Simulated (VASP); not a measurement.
Here is a VASP 6.6.1 calculation.

INCAR

```
  PREC = Accurate
  ENCUT = 520
  EDIFF = 1E-7
  ISMEAR = 0
  SIGMA = 0.1
  LREAL = F
  LASPH = T
  NELM = 60
  ALGO = Normal
  ISIF = 2
  LWAVE = F
  LCHARG = F
  GGA = PE
  NBANDS = 15
```

The input KPOINTS:

```
regular mesh
0
Gamma
  8 8 8
```

The input POSCAR:

```
B3N
1.0
   -1.4383264989      1.4383264989      3.2128851665
    1.4383264989     -1.4383264989      3.2128851665
    1.4383264989      1.4383264989     -3.2128851665
B N
3 1
Direct
    0.5000000000      0.5000000000      0.0000000000
    0.2500000000      0.7500000000      0.5000000000
    0.7500000000      0.2500000000      0.5000000000
    0.0000000000      0.0000000000      0.0000000000
```

Potentials or basis: VASP PAW PBE potentials, release 64 (B, N).

The run is started by

```sh
$ cat potpaw_PBE.64/B/POTCAR potpaw_PBE.64/N/POTCAR > POTCAR
$ mpirun -np 1 vasp_std > vasp.out
```

**Question.** What does it give for the pressure?

**Answer.** -3.4 GPa.

**Question.** What does it give for the band gap on the k mesh?

**Answer.** Zero (band 7 reaches 10.40 eV, above the bottom of band 8 at 5.89 eV).

Stress tensor (GPa, compression positive):
```
-8.37  0.00  0.00
 0.00 -8.37  0.00
 0.00  0.00  6.58
```

Caveat: the k points lie up to 0.39 Å⁻¹ apart.
